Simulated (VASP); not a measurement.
ZnCu2SnSe4, 8 atoms in the cell. The typed cell holds 8 atoms: a = 6.930 Å, b = 6.930 Å, c = 6.930 Å, α = 131.77°, β = 131.78°, γ = 70.58°. 

* Program: VASP 6.6.1
* Task: single point
* Functional: PBEsol
* Potentials or basis: VASP PAW PBE potentials, release 64 (Cu, Zn, Sn_d, Se)
* Cutoff: 520 eV
* k mesh: 4 × 4 × 4
* Occupations: fermi-dirac, width 0.05 eV
* Spin: no spin polarisation
* Dipole correction: no
* Further INCAR settings: ALGO = Normal; EDIFF = 1e-06; NBANDS = 46

Potentials or basis: VASP PAW PBE potentials, release 64 (Cu, Zn, Sn_d, Se).

Run with:

```bash
$ cat potpaw_PBE.64/Cu/POTCAR potpaw_PBE.64/Zn/POTCAR potpaw_PBE.64/Sn_d/POTCAR potpaw_PBE.64/Se/POTCAR > POTCAR
$ mpirun -np 1 vasp_std > vasp.out
```

Hardware: 1 thread of AMD EPYC 7R43 64-Core Processor (Zen 3), with other jobs on the host.

Question: Estimate the wall time of this run.

Answer: It took 9.8 min on 1 thread of AMD EPYC 7R43 64-Core Processor (Zen 3) (shared host), peak memory 0.56 GiB. Counts: scf iterations 16, k points 36.
